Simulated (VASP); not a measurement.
# ZnCd2S3 (P1) in VASP: relaxation of cell and atoms with PBE

Aim: the relaxation of cell and atoms of ZnCd2S3 with PBE.

Everything below comes from runs of VASP 6.6.1. Logs are shortened: lines on timing, memory, paths and dates and some standing lists are left out, and cuts for length are marked.

## 1. The cell of the first run

The typed cell holds 12 atoms: a = 4.157 Å, b = 3.968 Å, c = 20.230 Å, α = 90.36°, β = 90.13°, γ = 119.57°.

## 2. Relaxation of cell and atoms, PBE

File INCAR:

```
SYSTEM = ZnCd2S3
ALGO = Normal
EDIFF = 1E-7
EDIFFG = -0.025
ENCUT = 500
GGA = PE
GGA_COMPAT = .False.
IBRION = 2
ISIF = 3
ISMEAR = 0
LASPH = .True.
LCHARG = .False.
LREAL = .False.
LWAVE = .False.
NELM = 120
NELMIN = 4
NSW = 80
PREC = Accurate
SIGMA = 0.1
```

File KPOINTS:

```
k-points
0
Gamma
  6 6 1
  0 0 0
```

File POSCAR:

```
ZnCd2S3
1.0
    4.1566063095      0.0708373427     -0.0044280995
   -2.0169562164      3.4172355240     -0.0126167175
   -0.0218827261     -0.0846285785     20.2294216747
Zn Cd S
2 4 6
Direct
    0.6000621705      0.2361570730      0.3298227848
    0.3850702467      0.7173144900      0.8364748145
    0.0139086845      0.0141320989      0.9937326993
   -0.0793570225     -0.0020371249      0.5036123287
    0.3364709286      0.6754193426      0.1706359110
    0.6389448540      0.2652477944      0.6752459219
    0.0549104068      0.0851937279      0.1153863589
    0.0649121626      0.0025808343      0.6253582774
    0.3071237889      0.6306181659      0.2925694719
    0.6659546891      0.3533360411      0.8005594841
    0.6641449991      0.3648525580      0.4579141950
    0.3478540917      0.6571849990      0.9486877525
```

Potentials or basis: VASP PAW PBE potentials, release 64 (Zn, Cd, S).

Started as:

```bash
$ cat potpaw_PBE.64/Zn/POTCAR potpaw_PBE.64/Cd/POTCAR potpaw_PBE.64/S/POTCAR > POTCAR
$ mpirun -np 1 vasp_std > vasp.out
```

OUTCAR:

```text
SYSTEM = ZnCd2S3
   EDIFF = 1E-7
   EDIFFG = -0.025
   ENCUT = 500
   GGA = PE
   IBRION = 2
   ISIF = 3
   ISMEAR = 0
   LASPH = .True.
   LREAL = .False.
   NELM = 120
   NELMIN = 4
   NSW = 80
   PREC = Accurate

 ion  position               nearest neighbor table
   1  0.600  0.236  0.330-   9 2.22   9 2.53  11 2.63   9 2.67
   2  0.385  0.717  0.836-  12 2.28  10 2.32  10 2.37  10 2.70
   3  0.014  0.014  0.994-  12 2.41   7 2.47  12 2.57  12 2.59
   4  0.921  0.998  0.504-  11 2.37  11 2.38   8 2.53  11 2.85
   5  0.336  0.675  0.171-   7 2.32   9 2.47   7 2.68   7 2.84
   6  0.639  0.265  0.675-   8 2.31  10 2.55   8 2.66   8 2.77
   7  0.055  0.085  0.115-   5 2.32   3 2.47   5 2.68   5 2.84
   8  0.065  0.003  0.625-   6 2.31   4 2.53   6 2.66   6 2.77
   9  0.307  0.631  0.293-   1 2.22   5 2.47   1 2.53   1 2.67
  10  0.666  0.353  0.801-   2 2.32   2 2.37   6 2.55   2 2.70
  11  0.664  0.365  0.458-   4 2.37   4 2.38   1 2.63   4 2.85
  12  0.348  0.657  0.949-   2 2.28   3 2.41   3 2.57   3 2.59

  LATTYP: Found a triclinic cell.
 ALAT       =     4.0920710368
 B/A-ratio  =     1.0159188820
 C/A-ratio  =     4.9436117670
 COS(alpha) =     0.0022179944
 COS(beta)  =     0.0082968168
 COS(gamma) =     0.5373298332

  Lattice vectors:

 A1 = (   2.1396500931,   3.4880728667,  -0.0170448170)
 A2 = (   4.1566063095,   0.0708373427,  -0.0044280995)
 A3 = (   0.0218827261,   0.0846285785, -20.2294216747)

Analysis of symmetry for initial positions (statically):
=====================================================================
 Subroutine PRICEL returns:
 Original cell was already a primitive cell.

 Routine SETGRP: Setting up the symmetry group for a
 triclinic supercell.

 Subroutine GETGRP returns: Found  1 space group operations
 (whereof  1 operations were pure point group operations)
 out of a pool of  2 trial point group operations.

The static configuration has the point symmetry C_1 .

Analysis of symmetry for dynamics (positions and initial velocities):
=====================================================================
 Subroutine PRICEL returns:
 Original cell was already a primitive cell.

 Routine SETGRP: Setting up the symmetry group for a
 triclinic supercell.

 Subroutine GETGRP returns: Found  1 space group operations
 (whereof  1 operations were pure point group operations)
 out of a pool of  2 trial point group operations.

The dynamic configuration has the point symmetry C_1 .

 Subroutine INISYM returns: Found  1 space group operations
 (whereof  1 operations are pure point group operations),
 and found     1 'primitive' translations

----------------------------------------------------------------------------------------

                                     Primitive cell

  volume of cell :     290.2256

  direct lattice vectors                    reciprocal lattice vectors
     4.156606309  0.070837343 -0.004428100     0.238185870  0.140587659  0.000845792
    -2.016956216  3.417235524 -0.012616717    -0.004936242  0.289725140  0.001206708
    -0.021882726 -0.084628578 20.229421675     0.000049059  0.000211470  0.049433888

  length of vectors
     4.157212233  3.968094024 20.229610529     0.276582924  0.289769700  0.049434365

  position of ions in fractional coordinates (direct lattice)
     0.600062171  0.236157073  0.329822785
     0.385070247  0.717314490  0.836474815
     0.013908685  0.014132099  0.993732699
     0.920642978  0.997962875  0.503612329
     0.336470929  0.675419343  0.170635911
     0.638944854  0.265247794  0.675245922
     0.054910407  0.085193728  0.115386359
     0.064912163  0.002580834  0.625358277
     0.307123789  0.630618166  0.292569472
     0.665954689  0.353336041  0.800559484
     0.664144999  0.364852558  0.457914195
     0.347854092  0.657184999  0.948687752

  ion indices of the primitive-cell ions
   primitive index   ion index
                 1           1
                 2           2
                 3           3
                 4           4
                 5           5
                 6           6
                 7           7
                 8           8
                 9           9
                10          10
                11          11
                12          12

----------------------------------------------------------------------------------------

 KPOINTS: k-points

Automatic generation of k-mesh.
 Grid dimensions read from file:
 generate k-points for:    6    6    1

 Generating k-lattice:

  Cartesian coordinates                     Fractional coordinates (reciprocal lattice)
     0.039697645  0.023431276  0.000140965     0.166666667  0.000000000  0.000000000
    -0.000822707  0.048287523  0.000201118     0.000000000  0.166666667  0.000000000
     0.000049059  0.000211470  0.049433888     0.000000000 -0.000000000  1.000000000

  Length of vectors
     0.046097154  0.048294950  0.049434365

  Shift w.r.t. Gamma in fractional coordinates (k-lattice)
     0.000000000  0.000000000  0.000000000

 Subroutine IBZKPT returns following result:
 ===========================================

 Found     20 irreducible k-points:

 Following reciprocal coordinates:
            Coordinates               Weight
  0.000000  0.000000  0.000000      1.000000
  0.166667  0.000000  0.000000      2.000000
  0.333333 -0.000000  0.000000      2.000000
  0.500000  0.000000  0.000000      1.000000
 -0.000000  0.166667  0.000000      2.000000
  0.166667  0.166667  0.000000      2.000000
[... 12 lines left out ...]
  0.333333  0.500000  0.000000      2.000000
  0.500000  0.500000  0.000000      1.000000
   k-points           NKPTS =     20   k-points in BZ     NKDIM =     20   number of bands    NBANDS=     64
   number of dos      NEDOS =    301   number of ions     NIONS =     12
   total plane-waves  NPLWV = 135000
   dimension x,y,z NGX =    30 NGY =   30 NGZ =  150
   dimension x,y,z NGXF=    60 NGYF=   60 NGZF=  300
   ions per type =               2   4   6
   NGX,Y,Z   is equivalent  to a cutoff of  12.00, 12.57, 12.33 a.u.
   NGXF,Y,Z  is equivalent  to a cutoff of  23.99, 25.14, 24.65 a.u.
 SYSTEM =  ZnCd2S3
   PREC   = accura    normal or accurate (medium, high low for compatibility)
   ISTART =      0    job   : 0-new  1-cont  2-samecut
   ICHARG =      2    charge: 1-file 2-atom 10-const
   ISPIN  =      1    spin polarized calculation?
   LNONCOLLINEAR =      F non collinear calculations
   LSORBIT =      F    spin-orbit coupling
   LASPH  =      T    aspherical Exc in radial PAW
   ENCUT  =  500.0 eV  36.75 Ry    6.06 a.u.   7.58  7.23 36.88*2*pi/ulx,y,z
   NELM   =    120;   NELMIN=  4; NELMDL= -5     # of ELM steps
   EDIFF  = 0.1E-06   stopping-criterion for ELM
   LREAL  =      F    real-space projection
   EDIFFG = -.3E-01   stopping-criterion for IOM
   NSW    =     80    number of steps for IOM
   IBRION =      2    ionic relax: 0-MD 1-quasi-New 2-CG
   NFREE  =      1    steps in history (QN), initial steepest desc. (CG)
   ISIF   =      3    stress and relaxation
   ISYM   =      2    0-nonsym 1-usesym 2-fastsym
   POTIM  = 0.5000    time-step for ionic-motion
   TEBEG  =    0.0;   TEEND  =   0.0 temperature during run
   PSTRESS=    0.0 pullay stress
   NELECT =     108.0000    total number of electrons
   NUPDOWN=      -1.0000    fix difference up-down
   EMIN   =  10.00;   EMAX   =-10.00  energy-range for DOS
   EFERMI =   0.00;   METHOD = LEGACY
   ISMEAR =     0;   SIGMA  =   0.10  broadening in eV -4-tet -1-fermi 0-gaus
   EFERMI_NEDOS =   21; number of points for ismear=-14 and -15
   IALGO  =     38    algorithm
   IMIX   =      4    mixing-type and parameters
     AMIX     =   0.40;   BMIX     =  1.00
     AMIX_MAG =   1.60;   BMIX_MAG =  1.00
  volume/ion in A,a.u.               =      24.19       163.21
  Fermi-wavevector in a.u.,A,eV,Ry     =   1.177527  2.225203 18.865426  1.386570
  Thomas-Fermi vector in A             =   2.313872
   LORBIT       =      0    0 simple, 1 ext, 2 COOP (PROOUT), +10 PAW based schemes
   GGA     = PE    functional components
   LHFCALC =     F    Hartree Fock is set to
   AEXX    =    0.0000 exact exchange contribution
   IVDW    =     0    specifies the selected vdW correction
   LEPSILON=     F    determine dielectric tensor
   LRPA    =     F    only Hartree local field effects (RPA)
 conjugate gradient relaxation of ions
 non-spin polarized calculation
 Gauss-broadening in eV      SIGMA  =   0.10
  energy-cutoff  :      500.00
  volume of cell :      290.23
 maximum number of plane-waves:      7403
   NGX = 15   NGY = 15   NGZ = 73

--------------------------------------- Ionic step        1  -------------------------------------------

 number of electron     108.0000003 magnetization

 Free energy of the ion-electron system (eV)
  ---------------------------------------------------
  ext. energy  EPLUGINS =         0.00000000
  ---------------------------------------------------
  free energy    TOTEN  =       -36.56444397 eV

  energy without entropy =      -36.56444396  energy(sigma->0) =      -36.56444397

------------------------ aborting loop because EDIFF is reached ----------------------------------------

  FORCE on cell =-STRESS in cart. coord.  units (eV):
  Direction    XX          YY          ZZ          XY          YZ          ZX
  --------------------------------------------------------------------------------------
  -------------------------------------------------------------------------------------
  Total       -0.9521122      8.7744113      2.7794212     -1.1854923      2.9445565      2.2442247
  in kB       -5.2560929     48.4387459     15.3436706     -6.5444576     16.2552929     12.3891424
  external PRESSURE =      19.5087745 kB  Pullay stress =       0.0000000 kB
[... 119 lines left out ...]
  FREE ENERGIE OF THE ION-ELECTRON SYSTEM (eV)
  ---------------------------------------------------
  free  energy   TOTEN  =       -37.4778001637 eV

  energy  without entropy=      -37.4778001637  energy(sigma->0) =      -37.47780016

[... ionic steps 4 to 26 ...]

--------------------------------------- Ionic step       27  -------------------------------------------

 number of electron     108.0000036 magnetization

------------------------ aborting loop because EDIFF is reached ----------------------------------------

  FORCE on cell =-STRESS in cart. coord.  units (eV):
  Direction    XX          YY          ZZ          XY          YZ          ZX
  --------------------------------------------------------------------------------------
  -------------------------------------------------------------------------------------
  Total        0.1085622      0.0531580      0.1838238      0.0227157      0.0059499     -0.0098822
  in kB        0.6018675      0.2947072      1.0191167      0.1259356      0.0329859     -0.0547867
  external PRESSURE =       0.6385638 kB  Pullay stress =       0.0000000 kB
[... 77 lines left out ...]
  energy  without entropy=      -37.9461966659  energy(sigma->0) =      -37.94619667

--------------------------------------- Ionic step       29  -------------------------------------------

 number of electron     108.0000037 magnetization

 Free energy of the ion-electron system (eV)
  ---------------------------------------------------
  ext. energy  EPLUGINS =         0.00000000
  ---------------------------------------------------
  free energy    TOTEN  =       -37.94620343 eV

  energy without entropy =      -37.94620343  energy(sigma->0) =      -37.94620343

 E-fermi :   1.7062     XC(G=0):  -9.0993

 val. band max:        1.2431661019   @ k =   0.0000   0.0000   0.0000
 cond. band min:       2.4081828030   @ k =   0.0000   0.0000   0.0000
 fundamental gap:      1.1650167011
 Fermi energy:         1.7061927618

 k-point     1 :       0.0000    0.0000    0.0000
  band No.  band energies     occupation
      1     -11.1825      2.00000
      2     -11.1333      2.00000
      3     -10.9072      2.00000
      4     -10.7656      2.00000
      5     -10.6894      2.00000
      6     -10.5971      2.00000
[... 1368 lines left out ...]
  FREE ENERGIE OF THE ION-ELECTRON SYSTEM (eV)
  ---------------------------------------------------
  free  energy   TOTEN  =       -37.9462034267 eV

  energy  without entropy=      -37.9462034267  energy(sigma->0) =      -37.94620343

 reached required accuracy - stopping structural energy minimisation
```

Run time: 1.5 h. Hardware: 1 thread of Intel Xeon 6975P-C (Granite Rapids), shared host; peak memory 0.61 GiB.

Results:

| Item | Value |
| --- | --- |
| Free energy | -37.9462 eV |
| Relaxed volume | 24.12 Å³/atom |
| Relaxed cell | a = 4.072 Å, b = 4.075 Å, c = 20.129 Å, α = 89.98°, β = 89.99°, γ = 119.94° |
| Space group after relaxing (to 0.1 Å) | Cmc2_1 (No. 36) |
| Energy gained by relaxing | 115.1 meV/atom |
| Ionic steps | 29 |
| Pressure after relaxing | 0.0 GPa |
| Largest force after relaxing | 0.024 eV/Å |
| Band gap on the k mesh | 1.17 eV |

Forces on the atoms (eV/Å):
```
Zn   0.013 -0.004  0.015
Zn  -0.012 -0.005  0.013
Cd  -0.007 -0.019  0.012
Cd  -0.002  0.016 -0.004
Cd  -0.001  0.006 -0.001
Cd   0.003 -0.010 -0.003
S   -0.003 -0.010 -0.007
S   -0.013  0.014  0.001
S    0.012 -0.003 -0.004
S   -0.003  0.006 -0.009
S    0.014  0.013 -0.003
S   -0.001 -0.004 -0.010
```

The path:
```
step  energy change (eV)  largest force (eV/Å)  pressure (GPa)  volume (Å³)
   1              0.0000                2.1422            1.95       290.23
   2             -0.8990                0.7840           -2.09       302.59
   3             -0.9134                0.7579           -2.49       304.60
   4             -1.1842                0.5794           -0.16       290.06
   5             -1.1926                0.5303            0.42       287.19
   6             -1.2575                0.2581            0.24       287.66
   7             -1.2716                0.3249            0.17       287.99
   8             -1.3004                0.2420           -0.14       289.44
   9             -1.3094                0.2574           -0.39       290.78
  10             -1.3253                0.1641            0.17       287.98
  11             -1.3263                0.1743            0.38       287.02
  12             -1.3407                0.1339            0.19       287.97
  13             -1.3487                0.1967           -0.07       289.38
  14             -1.3610                0.1139           -0.07       289.47
  15             -1.3627                0.1079           -0.07       289.52
  16             -1.3685                0.0740            0.09       288.77
  17             -1.3690                0.0941            0.16       288.45
  18             -1.3728                0.0690           -0.12       289.81
  19             -1.3728                0.0751           -0.16       290.01
  20             -1.3757                0.1069            0.04       289.06
  21             -1.3757                0.1102            0.06       288.99
  22             -1.3778                0.0460            0.02       289.20
  23             -1.3780                0.0735            0.01       289.29
  24             -1.3801                0.0576           -0.04       289.53
  25             -1.3807                0.0441           -0.09       289.75
  26             -1.3813                0.0304            0.12       288.71
  27             -1.3814                0.0296            0.06       288.99
  28             -1.3818                0.0270           -0.03       289.44
  29             -1.3818                0.0237           -0.02       289.39
```

Final structure:
```xyz
12
Lattice="4.0716 0.0024 0.0014 -2.0361 3.5298 0.0005 -0.0040 0.0015 20.1285" Properties=species:S:1:pos:R:3 pbc="T T T"
Zn    1.9782    1.1666    6.7057
Zn    0.0430    2.3741   16.7714
Cd    0.0296    0.0508   20.0687
Cd    1.9963    3.4785   10.0085
Cd   -0.0064    2.3696    3.4571
Cd    2.0522    1.1637   13.5235
S    -0.0053    0.0198    2.4954
S    -2.0193    3.5107   12.5610
S    -0.0531    2.3444    6.0202
S     2.0750    1.1940   16.0871
S     1.9947    1.1305    9.0570
S     0.0298    2.3990   19.1221
```
